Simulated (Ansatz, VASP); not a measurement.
**Ge: VASP beside Ansatz**

```
CELL_PARAMETERS angstrom
1.48805 -2.59469 0.00000
1.48805 2.59469 0.00000
0.00000 0.00000 4.72760
ATOMIC_POSITIONS crystal
Ge 0.33345 0.66655 0.25000
Ge 0.66655 0.33345 0.75000
```

Alike in both runs: task relaxation of cell and atoms; functional BLYP; k mesh 10 × 10 × 6; occupations fermi-dirac, width 0.05 eV; no spin polarisation.

```csv
,VASP,Ansatz
version,VASP 6.6.1,Ansatz 0.2.0
potentials or method,"VASP PAW PBE potentials, release 64 (Ge_d)",Ansatz PAW
plane-wave cutoff (eV),600,420
valence electrons in the cell,28,28
```

|  | VASP | Ansatz | Ansatz less VASP |
| --- | --- | --- | --- |
| gap on the k mesh at the Fermi level, each at its own relaxed structure (eV) | none | none | - |
| relaxed volume (Å³/atom) | 21.50 | 21.46 | -0.036 |
| relaxed cell length with the largest relative difference (Å) | 5.101 | 5.208 | +0.1067 |

VASP's potentials were made for PBE, not for BLYP. A gap of «none» marks a metal or a gap that the smearing closes.

Noted on VASP's run: the volume moved by over 15 % at a fixed basis, so the end points are rough. Noted on Ansatz's run: the volume moved by over 15 % at a fixed basis, so the end points are rough; the plane-wave basis is chosen anew once the cell has moved, so the energies of steps on either side of that aren't comparable.
